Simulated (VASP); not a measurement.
# Sb in VASP: single point with HSE06

Aim: the single point of Sb with HSE06.

All numbers are computed with VASP 6.6.1; they aren't measurements. Logs are shortened: lines on timing, memory, paths and dates and some standing lists are left out, and cuts for length are marked.

### 1 The cell of the first run

The cell holds a slab with vacuum, 2 atoms: a = 4.106 Å, b = 4.176 Å, c = 26.855 Å, α = 90.00°, β = 90.00°, γ = 121.71°.

### 2 Single point, HSE06 (shear xy strain -4.0%)

POSCAR

```
Sb
1.0
    4.1051829901     -0.0821036598      0.0000000000
   -2.1236953501      3.5962445865      0.0000000000
    0.0000000000      0.0000000000     26.8552477996
Sb
2
Direct
    0.3365121593      0.6668613099      0.3149868175
    0.6634878407      0.3331386901      0.3749201995
```

INCAR.step1

```
SYSTEM = Sb
PREC = Accurate ; ENCUT = 520
EDIFF = 1E-5 ; ISMEAR = 0
SIGMA = 0.01 ; LREAL = .FALSE.
LASPH = .TRUE. ; NELM = 100
ALGO = Normal ; ISIF = 2
LWAVE = .TRUE. ; LCHARG = .FALSE.
LDIPOL = .TRUE. ; IDIPOL = 3
DIPOL = 0.5 0.5 0.345 ; GGA = PE
NBANDS = 12
```

INCAR.step2

```
SYSTEM = Sb
PREC = Accurate ; ENCUT = 520
EDIFF = 1E-6 ; ISMEAR = 0
SIGMA = 0.01 ; LREAL = .FALSE.
LASPH = .TRUE. ; NELM = 100
ALGO = Normal ; ISIF = 2
LWAVE = .FALSE. ; LCHARG = .FALSE.
LDIPOL = .TRUE. ; IDIPOL = 3
DIPOL = 0.5 0.5 0.345 ; GGA = PE
LHFCALC = .TRUE. ; HFSCREEN = 0.2079
PRECFOCK = Normal ; ISTART = 1
NBANDS = 12
```

KPOINTS

```
Automatic mesh
0
G
  6 6 1
  0 0 0
```

Potentials or basis: VASP PAW PBE potentials, release 64 (Sb).

The run is started by

```
$ cat potpaw_PBE.64/Sb/POTCAR > POTCAR
$ cp INCAR.step1 INCAR
$ mpirun -np 1 vasp_std > vasp.out
$ cp INCAR.step2 INCAR
$ mpirun -np 1 vasp_std > vasp.out
```

OUTCAR:

```text
SYSTEM = Sb
   PREC = Accurate
   ENCUT = 520
   EDIFF = 1E-6
   ISMEAR = 0
   LREAL = .FALSE.
   LASPH = .TRUE.
   NELM = 100
   ISIF = 2
   GGA = PE
   LHFCALC = .TRUE.
   HFSCREEN = 0.2079
   PRECFOCK = Normal
   ISTART = 1

 ion  position               nearest neighbor table
   1  0.337  0.667  0.315-   2 2.85   2 2.87   2 2.88
   2  0.663  0.333  0.375-   1 2.85   1 2.87   1 2.88

  LATTYP: Found a simple monoclinic cell.
 ALAT       =     4.0342880066
 B/A-ratio  =     6.6567502756
 C/A-ratio  =     1.0177766034
 COS(beta)  =    -0.4736455831

  Lattice vectors:

 A1 = (   1.9814876400,   3.5141409267,   0.0000000000)
 A2 = (   0.0000000000,   0.0000000000, -26.8552477996)
 A3 = (  -4.1051829901,   0.0821036598,   0.0000000000)

Analysis of symmetry for initial positions (statically):
=====================================================================
 Subroutine PRICEL returns:
 Original cell was already a primitive cell.

 Routine SETGRP: Setting up the symmetry group for a
 simple monoclinic supercell.

 Subroutine GETGRP returns: Found  2 space group operations
 (whereof  1 operations were pure point group operations)
 out of a pool of  4 trial point group operations.

The static configuration has the point symmetry C_1 .
 The point group associated with its full space group is S_2 .

Analysis of symmetry for dynamics (positions and initial velocities):
=====================================================================
 Subroutine PRICEL returns:
 Original cell was already a primitive cell.

 Routine SETGRP: Setting up the symmetry group for a
 simple monoclinic supercell.

 Subroutine GETGRP returns: Found  2 space group operations
 (whereof  1 operations were pure point group operations)
 out of a pool of  4 trial point group operations.

The dynamic configuration has the point symmetry C_1 .
 The point group associated with its full space group is S_2 .

 Subroutine INISYM returns: Found  2 space group operations
 (whereof  1 operations are pure point group operations),
 and found     1 'primitive' translations

----------------------------------------------------------------------------------------

                                     Primitive cell

  volume of cell :     391.7880

  direct lattice vectors                    reciprocal lattice vectors
     4.105182990 -0.082103660  0.000000000     0.246505890  0.145569468  0.000000000
    -2.123695350  3.596244587  0.000000000     0.005627825  0.281391257  0.000000000
     0.000000000  0.000000000 26.855247800     0.000000000  0.000000000  0.037236670

  length of vectors
     4.106003945  4.176488605 26.855247800     0.286278927  0.281447530  0.037236670

  position of ions in fractional coordinates (direct lattice)
     0.336512159  0.666861310  0.314986817
     0.663487841  0.333138690  0.374920199

  ion indices of the primitive-cell ions
   primitive index   ion index
                 1           1
                 2           2

----------------------------------------------------------------------------------------

 KPOINTS: Automatic mesh

Automatic generation of k-mesh.
 Grid dimensions read from file:
 generate k-points for:    6    6    1

 Generating k-lattice:

  Cartesian coordinates                     Fractional coordinates (reciprocal lattice)
     0.041084315  0.024261578  0.000000000     0.166666667  0.000000000  0.000000000
     0.000937971  0.046898543  0.000000000     0.000000000  0.166666667  0.000000000
     0.000000000  0.000000000  0.037236670     0.000000000  0.000000000  1.000000000

  Length of vectors
     0.047713154  0.046907922  0.037236670

  Shift w.r.t. Gamma in fractional coordinates (k-lattice)
     0.000000000  0.000000000  0.000000000

 Subroutine IBZKPT returns following result:
 ===========================================

 Found     20 irreducible k-points:

 Following reciprocal coordinates:
            Coordinates               Weight
  0.000000  0.000000  0.000000      1.000000
  0.166667 -0.000000  0.000000      2.000000
  0.333333 -0.000000  0.000000      2.000000
  0.500000 -0.000000  0.000000      1.000000
 -0.000000  0.166667  0.000000      2.000000
  0.166667  0.166667  0.000000      2.000000
[... 12 lines left out ...]
  0.333333  0.500000  0.000000      2.000000
  0.500000  0.500000  0.000000      1.000000
   k-points           NKPTS =     20   k-points in BZ     NKDIM =     36   number of bands    NBANDS=     12
   number of dos      NEDOS =    301   number of ions     NIONS =      2
   total plane-waves  NPLWV = 204800
   dimension x,y,z NGX =    32 NGY =   32 NGZ =  200
   dimension x,y,z NGXF=    64 NGYF=   64 NGZF=  400
   ions per type =               2
   NGX,Y,Z   is equivalent  to a cutoff of  12.96, 12.74, 12.38 a.u.
   NGXF,Y,Z  is equivalent  to a cutoff of  25.91, 25.48, 24.76 a.u.
 SYSTEM =  Sb
   PREC   = accura    normal or accurate (medium, high low for compatibility)
   ISTART =      1    job   : 0-new  1-cont  2-samecut
   ICHARG =      0    charge: 1-file 2-atom 10-const
   ISPIN  =      1    spin polarized calculation?
   LNONCOLLINEAR =      F non collinear calculations
   LSORBIT =      F    spin-orbit coupling
   LASPH  =      T    aspherical Exc in radial PAW
   ENCUT  =  520.0 eV  38.22 Ry    6.18 a.u.   7.63  7.77 49.93*2*pi/ulx,y,z
   NELM   =    100;   NELMIN=  2; NELMDL=  0     # of ELM steps
   EDIFF  = 0.1E-05   stopping-criterion for ELM
   LREAL  =      F    real-space projection
   EDIFFG = 0.1E-04   stopping-criterion for IOM
   NSW    =      0    number of steps for IOM
   IBRION =     -1    ionic relax: 0-MD 1-quasi-New 2-CG
   NFREE  =      0    steps in history (QN), initial steepest desc. (CG)
   ISIF   =      2    stress and relaxation
   ISYM   =      3    0-nonsym 1-usesym 2-fastsym
   POTIM  = 0.5000    time-step for ionic-motion
   TEBEG  =    0.0;   TEEND  =   0.0 temperature during run
   PSTRESS=    0.0 pullay stress
   NELECT =      10.0000    total number of electrons
   NUPDOWN=      -1.0000    fix difference up-down
   EMIN   =  10.00;   EMAX   =-10.00  energy-range for DOS
   EFERMI =   0.00;   METHOD = LEGACY
   ISMEAR =     0;   SIGMA  =   0.01  broadening in eV -4-tet -1-fermi 0-gaus
   EFERMI_NEDOS =   21; number of points for ismear=-14 and -15
   IALGO  =     38    algorithm
   IMIX   =      1    mixing-type and parameters
     AMIX     =   0.40;   BMIX     =  1.00
     AMIX_MAG =   1.60;   BMIX_MAG =  1.00
  volume/ion in A,a.u.               =     195.89      1321.96
  Fermi-wavevector in a.u.,A,eV,Ry     =   0.482012  0.910871  3.161117  0.232336
  Thomas-Fermi vector in A             =   1.480413
   LORBIT       =      0    0 simple, 1 ext, 2 COOP (PROOUT), +10 PAW based schemes
   GGA     = PE    functional components
   LHFCALC =     T    Hartree Fock is set to
   PRECFOCK=normal    Normal, Fast or Accurate (Low or Medium for compatibility)
   ENCUT4O =  -1.0   cutoff for four orbital integrals eV
   NKREDX  =     1    reduce k-point grid by
   NKREDY  =     1    reduce k-point grid by
   NKREDZ  =     1    reduce k-point grid by
   AEXX    =    0.2500 exact exchange contribution
   HFSCREEN=    0.2079 screening length (either q_TF or 0.3 A-1)
   HFSCREENC=   0.2079 screening length for correlation (either q_TF or 0.3 A-1)
   ENCUTFOCK=  -1.0 apply spherical cutoff to Coloumb kernel
   IVDW    =     0    specifies the selected vdW correction
   LEPSILON=     F    determine dielectric tensor
   LRPA    =     F    only Hartree local field effects (RPA)
 non-spin polarized calculation
 Gauss-broadening in eV      SIGMA  =   0.01
  energy-cutoff  :      520.00
  volume of cell :      391.79
 maximum number of plane-waves:     10604
 NGX is ok and might be reduce to    32
  NGX = 24; NGY = 24; NGZ =160

 dipolmoment           0.000000      0.000000      0.000000 electrons x Angstroem

 number of electron      10.0000000 magnetization

 dipolmoment           0.000000      0.000000     -0.000000 electrons x Angstroem

 Free energy of the ion-electron system (eV)
  ---------------------------------------------------
  ext. energy  EPLUGINS =         0.00000000
  ---------------------------------------------------
  free energy    TOTEN  =       -10.00073908 eV

  energy without entropy =      -10.00073908  energy(sigma->0) =      -10.00073908

 E-fermi :  -3.3326     XC(G=0):  -1.6792

 val. band max:       -3.4378655267   @ k =   0.0000   0.0000   0.0000
 cond. band min:      -1.8610862434   @ k =   0.3333  -0.0000   0.0000
 fundamental gap:      1.5767792832
 Fermi energy:        -3.3326477066

 k-point     1 :       0.0000    0.0000    0.0000
  band No.  band energies     occupation
      1     -16.0409      2.00000
      2     -10.3014      2.00000
      3      -4.0900      2.00000
      4      -3.7571      2.00000
      5      -3.4379      2.00000
      6      -1.3865      0.00000
      7      -0.1472      0.00000
      8       0.0618      0.00000
      9       1.3480      0.00000
     10       1.5906      0.00000
     11       1.9947      0.00000
     12       2.3167      0.00000

 k-point     2 :       0.1667   -0.0000    0.0000
  band No.  band energies     occupation
      1     -15.6989      2.00000
      2     -10.2956      2.00000
      3      -5.4262      2.00000
      4      -4.3723      2.00000
      5      -3.9712      2.00000
      6      -1.3025      0.00000
      7       0.3670      0.00000
      8       0.6511      0.00000
      9       1.7234      0.00000
     10       1.9501      0.00000
     11       2.3295      0.00000
     12       2.6601      0.00000
[... 241 lines left out ...]
 k-point    19 :       0.3333    0.5000    0.0000
  band No.  band energies     occupation
      1     -14.0487      2.00000
      2     -11.8101      2.00000
      3      -6.8251      2.00000
      4      -6.0180      2.00000
      5      -4.8018      2.00000
      6      -0.7522      0.00000
      7       0.1101      0.00000
      8       0.8516      0.00000
      9       2.8834      0.00000
     10       3.4112      0.00000
     11       3.9389      0.00000
     12       4.2717      0.00000

 k-point    20 :       0.5000    0.5000    0.0000
  band No.  band energies     occupation
      1     -13.9749      2.00000
      2     -12.0864      2.00000
      3      -6.7365      2.00000
      4      -5.1551      2.00000
      5      -5.0573      2.00000
      6      -1.1470      0.00000
      7      -0.3949      0.00000
      8       1.0363      0.00000
      9       2.1997      0.00000
     10       3.9531      0.00000
     11       3.9815      0.00000
     12       4.3500      0.00000

------------------------ aborting loop because EDIFF is reached ----------------------------------------

 vacuum level on the upper side and lower side of the slab       (xc-potential included)         0.001         0.001

  FORCE on cell =-STRESS in cart. coord.  units (eV):
  Direction    XX          YY          ZZ          XY          YZ          ZX
  --------------------------------------------------------------------------------------
  -------------------------------------------------------------------------------------
  Total       -0.5689489     -0.5219080     -0.3644216      0.5347397      0.0000323      0.0143705
  in kB       -2.3266590     -2.1342901     -1.4902656      2.1867641      0.0001322      0.0587667
  external PRESSURE =      -1.9837382 kB  Pullay stress =       0.0000000 kB

 VOLUME and BASIS-vectors are now :
 -----------------------------------------------------------------------------
  energy-cutoff  :      520.00
  volume of cell :      391.79
      direct lattice vectors                 reciprocal lattice vectors
     4.105182990 -0.082103660  0.000000000     0.246505890  0.145569468  0.000000000
    -2.123695350  3.596244587  0.000000000     0.005627825  0.281391257  0.000000000
     0.000000000  0.000000000 26.855247800     0.000000000  0.000000000  0.037236670

 POSITION                                       TOTAL-FORCE (eV/Angst)
 -----------------------------------------------------------------------------------
     -0.03477      2.37057      8.45905        -0.008880     -0.000214      0.223132
      2.01625      1.14357     10.06857         0.008880      0.000214     -0.223132
 -----------------------------------------------------------------------------------
    total drift:                               -0.000000     -0.000002      0.000002

  FREE ENERGIE OF THE ION-ELECTRON SYSTEM (eV)
  ---------------------------------------------------
  free  energy   TOTEN  =       -10.0007390818 eV

  energy  without entropy=      -10.0007390818  energy(sigma->0) =      -10.00073908

 vacuum level on the upper side and lower side of the slab         1.768         1.768
```

Wall time 58 min (1 thread of AMD EPYC 7R43 (Zen 3), shared host); peak memory 0.62 GiB.

What came out:

```
Free energy            : -10.0007 eV
Largest force          : 0.223 eV/Å
Band gap on the k mesh : 1.58 eV, indirect (least direct gap 2.05 eV)
```

Forces in eV/Å, atoms in the order of the input:
```
Sb  -0.009  0.000  0.223
Sb   0.009  0.000 -0.223
```

Caveat: the cell differs from its parent crystal (shear xy strain -4.0%); the PAW data sets were made with another functional, which shifts forces and pressure a little; spin-orbit coupling is left out, which moves the levels of the heavy elements.
